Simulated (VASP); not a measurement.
Wanted: the native input for a VASP 6.6.1 run.

| Property | Result |
| --- | --- |
| Task | single point |
| Functional | PBE |
| Potentials or basis | VASP PAW PBE potentials, release 64 (Re, Sb, P) |
| Cutoff | 520 eV |
| k mesh | 4 × 4 × 4 |
| Occupations | gaussian, width 0.1 eV |
| Spin | no spin polarisation |
| Dipole correction | no |
| Further INCAR settings | ALGO = Normal; EDIFF = 1e-06; NBANDS = 16 |

The structure of ReSbP lies in POSCAR:

```
ReSbP
1.0
    3.7455168500      0.0000000000      0.0000000000
    0.0000000000      3.7455168500      0.0000000000
    0.0000000000      0.0000000000      4.5666166100
Re Sb P
1 1 1
Direct
    0.0000000000      0.0000000000      0.5000000000
    0.0000000000      0.0000000000      0.0000000000
    0.5000000000      0.5000000000      0.0000000000
```

These files were run (other wordings do the same):

INCAR

```
  PREC = Accurate
  ENCUT = 520
  EDIFF = 1E-6
  ISMEAR = 0
  SIGMA = 0.1
  LREAL = False
  LASPH = True
  NELM = 100
  ALGO = Normal
  ISIF = 2
  LWAVE = False
  LCHARG = True
  GGA = PE
  LELF = True
  LVHAR = True
  NBANDS = 16
```

KPOINTS

```
regular mesh
0
Gamma
  4 4 4
```

Potentials or basis: VASP PAW PBE potentials, release 64 (Re, Sb, P).

Launch:

```sh
$ cat potpaw_PBE.64/Re/POTCAR potpaw_PBE.64/Sb/POTCAR potpaw_PBE.64/P/POTCAR > POTCAR
$ mpirun -np 1 vasp_std > vasp.out
```

Results of the run:

* Pressure: 22.5 GPa

Caveat: the k points lie up to 0.42 Å⁻¹ apart.

It took 8.9 s on 1 thread of Intel(R) Xeon(R) 6975P-C (Granite Rapids), with other jobs on the host, peak memory 0.18 GiB.
